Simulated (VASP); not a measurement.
# SnO2 (Pnma) in VASP: notebook

SnO2 is run at these levels: LDA; tasks: single point.

All numbers are computed with VASP 6.6.1; they aren't measurements. Logs are shortened: lines on timing, memory, paths and dates and some standing lists are left out, and cuts for length are marked.

**1. The cell of the first run**

The structure is orthorhombic, space group Pnma (No. 62). The conventional cell has a = 5.232 Å, b = 3.455 Å, c = 7.023 Å, α = 90.00°, β = 90.00°, γ = 90.00°. Sn (site symmetry m) has 7 O at 2.03 to 2.31 Å within 2.7 Å. Within 2.8 Å of O (site symmetry m) lie 3 Sn at 2.07 to 2.09 Å and 7 O at 2.53 to 2.72 Å. Within 2.8 Å of O (site symmetry m) lie 4 Sn at 2.03 to 2.31 Å and 7 O at 2.53 to 2.72 Å.

**2. Single point, LDA**

INCAR

```
  PREC = Accurate
  ENCUT = 520
  EDIFF = 1E-6
  ISMEAR = 0
  SIGMA = 0.05
  LREAL = F
  LASPH = T
  NELM = 100
  ALGO = Normal
  ISIF = 2
  LWAVE = F
  LCHARG = F
  GGA = CA
  NBANDS = 64
```

KPOINTS

```
regular mesh
0
Gamma
  6 8 4
```

POSCAR

```
SnO2
1.0
    5.2322631602      0.0000000000      0.0000000000
    0.0000000000      3.4552501223      0.0000000000
    0.0000000000      0.0000000000      7.0227527421
Sn O
4 8
Direct
    0.7633745982      0.2500000000      0.4160854546
    0.2366254018      0.7500000000      0.5839145454
    0.7366254018      0.7500000000      0.9160854546
    0.2633745982      0.2500000000      0.0839145454
    0.4767750168      0.7500000000      0.1390902659
    0.6232750453      0.7500000000      0.6084012708
    0.5232249832      0.2500000000      0.8609097341
    0.3767249547      0.2500000000      0.3915987292
    0.0232249832      0.2500000000      0.6390902659
    0.8767249547      0.2500000000      0.1084012708
    0.1232750453      0.7500000000      0.8915987292
    0.9767750168      0.7500000000      0.3609097341
```

Potentials or basis: VASP PAW LDA potentials, release 64 (Sn_d, O).

Run with:

```
cat potpaw_LDA.64/Sn_d/POTCAR potpaw_LDA.64/O/POTCAR > POTCAR
mpirun -np 1 vasp_std > vasp.out
```

OUTCAR:

```text
PREC = Accurate
   ENCUT = 520
   EDIFF = 1E-6
   ISMEAR = 0
   LREAL = F
   LASPH = T
   NELM = 100
   ISIF = 2
   GGA = CA

 ion  position               nearest neighbor table
   1  0.763  0.250  0.416-   8 2.03   9 2.07  12 2.09  12 2.09  10 2.24   6 2.31   6 2.31   2 3.24
                             2 3.24   2 3.46   2 3.46   4 3.51   4 3.51
   2  0.237  0.750  0.584-   6 2.03  12 2.07   9 2.09   9 2.09  11 2.24   8 2.31   8 2.31   1 3.24
                             1 3.24   1 3.46   1 3.46   3 3.51   3 3.51
   3  0.737  0.750  0.916-  11 2.03   5 2.07   7 2.09   7 2.09   6 2.24  10 2.31  10 2.31   4 3.24
                             4 3.24   4 3.46   4 3.46   2 3.51   2 3.51
   4  0.263  0.250  0.084-  10 2.03   7 2.07   5 2.09   5 2.09   8 2.24  11 2.31  11 2.31   3 3.24
                             3 3.24   3 3.46   3 3.46   1 3.51   1 3.51
   5  0.477  0.750  0.139-   3 2.07   4 2.09   4 2.09
   6  0.623  0.750  0.608-   2 2.03   3 2.24   1 2.31   1 2.31
   7  0.523  0.250  0.861-   4 2.07   3 2.09   3 2.09
   8  0.377  0.250  0.392-   1 2.03   4 2.24   2 2.31   2 2.31
   9  0.023  0.250  0.639-   1 2.07   2 2.09   2 2.09
  10  0.877  0.250  0.108-   4 2.03   1 2.24   3 2.31   3 2.31
  11  0.123  0.750  0.892-   3 2.03   2 2.24   4 2.31   4 2.31
  12  0.977  0.750  0.361-   2 2.07   1 2.09   1 2.09

  LATTYP: Found a simple orthorhombic cell.
 ALAT       =     3.4552501223
 B/A-ratio  =     1.5142936039
 C/A-ratio  =     2.0324875171

  Lattice vectors:

 A1 = (   0.0000000000,  -3.4552501223,   0.0000000000)
 A2 = (   5.2322631602,   0.0000000000,   0.0000000000)
 A3 = (   0.0000000000,   0.0000000000,   7.0227527421)

Analysis of symmetry for initial positions (statically):
=====================================================================
 Subroutine PRICEL returns:
 Original cell was already a primitive cell.

 Routine SETGRP: Setting up the symmetry group for a
 simple orthorhombic supercell.

 Subroutine GETGRP returns: Found  8 space group operations
 (whereof  2 operations were pure point group operations)
 out of a pool of  8 trial point group operations.

The static configuration has the point symmetry S_2 .
 The point group associated with its full space group is D_2h.

Analysis of symmetry for dynamics (positions and initial velocities):
=====================================================================
 Subroutine PRICEL returns:
 Original cell was already a primitive cell.

 Routine SETGRP: Setting up the symmetry group for a
 simple orthorhombic supercell.

 Subroutine GETGRP returns: Found  8 space group operations
 (whereof  2 operations were pure point group operations)
 out of a pool of  8 trial point group operations.

The dynamic configuration has the point symmetry S_2 .
 The point group associated with its full space group is D_2h.

 Subroutine INISYM returns: Found  8 space group operations
 (whereof  2 operations are pure point group operations),
 and found     1 'primitive' translations

----------------------------------------------------------------------------------------

                                     Primitive cell

  volume of cell :     126.9628

  direct lattice vectors                    reciprocal lattice vectors
     5.232263160  0.000000000  0.000000000     0.191121885  0.000000000  0.000000000
     0.000000000  3.455250122  0.000000000     0.000000000  0.289414649  0.000000000
     0.000000000  0.000000000  7.022752742     0.000000000  0.000000000  0.142394306

  length of vectors
     5.232263160  3.455250122  7.022752742     0.191121885  0.289414649  0.142394306

  position of ions in fractional coordinates (direct lattice)
     0.763374598  0.250000000  0.416085455
     0.236625402  0.750000000  0.583914545
     0.736625402  0.750000000  0.916085455
     0.263374598  0.250000000  0.083914545
     0.476775017  0.750000000  0.139090266
     0.623275045  0.750000000  0.608401271
     0.523224983  0.250000000  0.860909734
     0.376724955  0.250000000  0.391598729
     0.023224983  0.250000000  0.639090266
     0.876724955  0.250000000  0.108401271
     0.123275045  0.750000000  0.891598729
     0.976775017  0.750000000  0.360909734

  ion indices of the primitive-cell ions
   primitive index   ion index
                 1           1
                 2           2
                 3           3
                 4           4
                 5           5
                 6           6
                 7           7
                 8           8
                 9           9
                10          10
                11          11
                12          12

----------------------------------------------------------------------------------------

 KPOINTS: regular mesh

Automatic generation of k-mesh.
 Grid dimensions read from file:
 generate k-points for:    6    8    4

 Generating k-lattice:

  Cartesian coordinates                     Fractional coordinates (reciprocal lattice)
     0.031853648  0.000000000  0.000000000     0.166666667  0.000000000  0.000000000
     0.000000000  0.036176831  0.000000000     0.000000000  0.125000000  0.000000000
     0.000000000  0.000000000  0.035598576     0.000000000  0.000000000  0.250000000

  Length of vectors
     0.031853648  0.036176831  0.035598576

  Shift w.r.t. Gamma in fractional coordinates (k-lattice)
     0.000000000  0.000000000  0.000000000

 Subroutine IBZKPT returns following result:
 ===========================================

 Found     60 irreducible k-points:

 Following reciprocal coordinates:
            Coordinates               Weight
  0.000000  0.000000  0.000000      1.000000
  0.166667  0.000000  0.000000      2.000000
  0.333333  0.000000  0.000000      2.000000
  0.500000  0.000000  0.000000      1.000000
  0.000000  0.125000  0.000000      2.000000
  0.166667  0.125000  0.000000      4.000000
[... 16 lines left out ...]
  0.333333  0.000000  0.250000      4.000000
  0.500000  0.000000  0.250000      2.000000
 [... further k-points ...]
   k-points           NKPTS =     60   k-points in BZ     NKDIM =     60   number of bands    NBANDS=     64
   number of dos      NEDOS =    301   number of ions     NIONS =     12
   total plane-waves  NPLWV =  60480
   dimension x,y,z NGX =    40 NGY =   28 NGZ =   54
   dimension x,y,z NGXF=    80 NGYF=   56 NGZF=  108
   ions per type =               4   8
   NGX,Y,Z   is equivalent  to a cutoff of  12.71, 13.47, 12.78 a.u.
   NGXF,Y,Z  is equivalent  to a cutoff of  25.42, 26.94, 25.57 a.u.
 SYSTEM =  unknown system
   PREC   = accura    normal or accurate (medium, high low for compatibility)
   ISTART =      0    job   : 0-new  1-cont  2-samecut
   ICHARG =      2    charge: 1-file 2-atom 10-const
   ISPIN  =      1    spin polarized calculation?
   LNONCOLLINEAR =      F non collinear calculations
   LSORBIT =      F    spin-orbit coupling
   LASPH  =      T    aspherical Exc in radial PAW
   ENCUT  =  520.0 eV  38.22 Ry    6.18 a.u.   9.73  6.42 13.06*2*pi/ulx,y,z
   NELM   =    100;   NELMIN=  2; NELMDL= -5     # of ELM steps
   EDIFF  = 0.1E-05   stopping-criterion for ELM
   LREAL  =      F    real-space projection
   EDIFFG = 0.1E-04   stopping-criterion for IOM
   NSW    =      0    number of steps for IOM
   IBRION =     -1    ionic relax: 0-MD 1-quasi-New 2-CG
   NFREE  =      0    steps in history (QN), initial steepest desc. (CG)
   ISIF   =      2    stress and relaxation
   ISYM   =      2    0-nonsym 1-usesym 2-fastsym
   POTIM  = 0.5000    time-step for ionic-motion
   TEBEG  =    0.0;   TEEND  =   0.0 temperature during run
   PSTRESS=    0.0 pullay stress
   NELECT =     104.0000    total number of electrons
   NUPDOWN=      -1.0000    fix difference up-down
   EMIN   =  10.00;   EMAX   =-10.00  energy-range for DOS
   EFERMI =   0.00;   METHOD = LEGACY
   ISMEAR =     0;   SIGMA  =   0.05  broadening in eV -4-tet -1-fermi 0-gaus
   EFERMI_NEDOS =   21; number of points for ismear=-14 and -15
   IALGO  =     38    algorithm
   IMIX   =      4    mixing-type and parameters
     AMIX     =   0.40;   BMIX     =  1.00
     AMIX_MAG =   1.60;   BMIX_MAG =  1.00
  volume/ion in A,a.u.               =      10.58        71.40
  Fermi-wavevector in a.u.,A,eV,Ry     =   1.531771  2.894627 31.923647  2.346322
  Thomas-Fermi vector in A             =   2.639069
   LORBIT       =      0    0 simple, 1 ext, 2 COOP (PROOUT), +10 PAW based schemes
   GGA     = CA    functional components
   LHFCALC =     F    Hartree Fock is set to
   AEXX    =    0.0000 exact exchange contribution
   IVDW    =     0    specifies the selected vdW correction
   LEPSILON=     F    determine dielectric tensor
   LRPA    =     F    only Hartree local field effects (RPA)
 non-spin polarized calculation
 Gauss-broadening in eV      SIGMA  =   0.05
  energy-cutoff  :      520.00
  volume of cell :      126.96
 maximum number of plane-waves:      3461
 NGX is ok and might be reduce to    40
   NGX = 19   NGY = 13   NGZ = 27

 number of electron     103.9999960 magnetization

 Free energy of the ion-electron system (eV)
  ---------------------------------------------------
  ext. energy  EPLUGINS =         0.00000000
  ---------------------------------------------------
  free energy    TOTEN  =       -81.45770064 eV

  energy without entropy =      -81.45770064  energy(sigma->0) =      -81.45770064

 E-fermi :   8.0277     XC(G=0): -12.6632

 val. band max:        7.7425371345   @ k =   0.0000   0.5000   0.0000
 cond. band min:       8.4010194041   @ k =   0.0000   0.0000   0.0000
 fundamental gap:      0.6584822696
 Fermi energy:         8.0276771319

 k-point     1 :       0.0000    0.0000    0.0000
  band No.  band energies     occupation
      1     -13.0967      2.00000
      2     -13.0330      2.00000
      3     -12.8028      2.00000
      4     -12.7592      2.00000
      5     -12.5837      2.00000
      6     -12.5407      2.00000
[... 56 lines left out ...]
     63      16.9609      0.00000
     64      17.1320      0.00000

 k-point     2 :       0.1667    0.0000    0.0000
  band No.  band energies     occupation
      1     -13.0748      2.00000
      2     -13.0179      2.00000
      3     -12.7814      2.00000
      4     -12.7755      2.00000
      5     -12.6163      2.00000
      6     -12.5806      2.00000
[... 56 lines left out ...]
     63      16.8175      0.00000
     64      17.0899      0.00000

 k-point     3 :       0.3333    0.0000    0.0000
  band No.  band energies     occupation
      1     -13.0177      2.00000
      2     -12.9829      2.00000
      3     -12.8065      2.00000
      4     -12.7276      2.00000
      5     -12.7273      2.00000
      6     -12.6114      2.00000
[... 1396 lines left out ...]
     63      17.1623      0.00000
     64      17.2392      0.00000

 k-point    24 :       0.5000    0.0000    0.2500
  band No.  band energies     occupation
      1     -12.9661      2.00000
      2     -12.9661      2.00000
      3     -12.8078      2.00000
      4     -12.8078      2.00000
      5     -12.6446      2.00000
      6     -12.6446      2.00000
[... 56 lines left out ...]
     63      17.0444      0.00000
     64      17.0444      0.00000

 [... further k-points ...]

------------------------ aborting loop because EDIFF is reached ----------------------------------------

  FORCE on cell =-STRESS in cart. coord.  units (eV):
  Direction    XX          YY          ZZ          XY          YZ          ZX
  --------------------------------------------------------------------------------------
  -------------------------------------------------------------------------------------
  Total        1.1221993      0.7087038      0.4780762      0.0000000      0.0000000      0.0000000
  in kB       14.1613334      8.9433223      6.0329709      0.0000000      0.0000000      0.0000000
  external PRESSURE =       9.7125422 kB  Pullay stress =       0.0000000 kB

 VOLUME and BASIS-vectors are now :
 -----------------------------------------------------------------------------
  energy-cutoff  :      520.00
  volume of cell :      126.96
      direct lattice vectors                 reciprocal lattice vectors
     5.232263160  0.000000000  0.000000000     0.191121885  0.000000000  0.000000000
     0.000000000  3.455250122  0.000000000     0.000000000  0.289414649  0.000000000
     0.000000000  0.000000000  7.022752742     0.000000000  0.000000000  0.142394306

 POSITION                                       TOTAL-FORCE (eV/Angst)
 -----------------------------------------------------------------------------------
      3.99418      0.86381      2.92207        -0.030004     -0.000000     -0.027041
      1.23809      2.59144      4.10069         0.030004     -0.000000      0.027041
      3.85422      2.59144      6.43344         0.030004     -0.000000     -0.027041
      1.37805      0.86381      0.58931        -0.030004      0.000000      0.027041
      2.49461      2.59144      0.97680         0.017321      0.000000      0.066825
      3.26114      2.59144      4.27265         0.052682     -0.000000     -0.001505
      2.73765      0.86381      6.04596        -0.017321     -0.000000     -0.066825
      1.97112      0.86381      2.75010        -0.052682     -0.000000      0.001505
      0.12152      0.86381      4.48817        -0.017321     -0.000000      0.066825
      4.58726      0.86381      0.76128        -0.052682      0.000000     -0.001505
      0.64501      2.59144      6.26148         0.052682     -0.000000      0.001505
      5.11074      2.59144      2.53458         0.017321     -0.000000     -0.066825
 -----------------------------------------------------------------------------------
    total drift:                               -0.000000      0.000000      0.000000

  FREE ENERGIE OF THE ION-ELECTRON SYSTEM (eV)
  ---------------------------------------------------
  free  energy   TOTEN  =       -81.4577006388 eV

  energy  without entropy=      -81.4577006388  energy(sigma->0) =      -81.45770064
```

Wall time 10 min (1 thread of AMD EPYC 7R13, shared host); peak memory 0.39 GiB.

What came out:

* Free energy: -81.4577 eV
* Pressure: 1.0 GPa
* Largest force: 0.069 eV/Å
* Band gap on the k mesh: 0.66 eV (least direct gap 0.78 eV)

Forces on the atoms (eV/Å):
```
Sn  -0.030  0.000 -0.027
Sn   0.030  0.000  0.027
Sn   0.030  0.000 -0.027
Sn  -0.030  0.000  0.027
O    0.017  0.000  0.067
O    0.053  0.000 -0.002
O   -0.017  0.000 -0.067
O   -0.053  0.000  0.002
O   -0.017  0.000  0.067
O   -0.053  0.000 -0.002
O    0.053  0.000  0.002
O    0.017  0.000 -0.067
```

Caveat: semilocal functionals underestimate gaps, and a narrow one can read as zero; spin-orbit coupling is left out, which moves the levels of the heavy elements. A k mesh can miss the band edges.

[end of part 1 of 2]
